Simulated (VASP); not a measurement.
# BiO4: single point with PBE

BiO4:

```xyz
5
Lattice="-2.5495 2.5495 2.5495 2.5495 -2.5495 2.5495 2.5495 2.5495 -2.5495" Properties=species:S:1:pos:R:3 pbc="T T T"
Bi    0.0000    0.0000    0.0000
O     1.2747    1.2747    1.2747
O    -1.2747    1.2747    1.2747
O     1.2747    1.2747   -1.2747
O     1.2747   -1.2747    1.2747
```

```json
{"Program": "VASP 6.6.1", "Task": "single point", "Functional": "PBE", "Potentials or basis": "VASP PAW PBE potentials, release 64 (Bi_d, O)", "Cutoff": "520 eV", "k mesh": "10 × 10 × 10", "Occupations": "gaussian, width 0.1 eV", "Spin": "no spin polarisation", "Dipole correction": "no", "Further INCAR settings": "ALGO = Normal; EDIFF = 1e-06; NBANDS = 28"}
```

| Property | Result |
| --- | --- |
| Pressure | 0.3 GPa |

Levels at points of the mesh, in eV from the Fermi level:
```tsv
k point	band 16	band 17	band 18	band 19	band 20	band 21	band 22	band 23
(0.00, 0.00, 0.00)	-2.73	-0.98	-0.30	-0.30	-0.30	0.88	0.88	9.35
(0.50, 0.00, 0.00)	-1.58	-1.39	-0.96	-0.84	0.18	0.30	1.91	6.95
(0.50, 0.50, 0.50)	-0.08	-0.08	-0.08	0.54	0.54	0.54	4.03	6.11
```

Wall time 50 s on 1 thread of Intel(R) Xeon(R) Platinum 8488C (Sapphire Rapids) (shared host), peak memory 0.24 GiB.

Caveat: spin-orbit coupling is left out, which moves the levels of the heavy elements; an odd number of electrons without spin polarisation forces a metal; a magnetic or distorted state may lie lower.
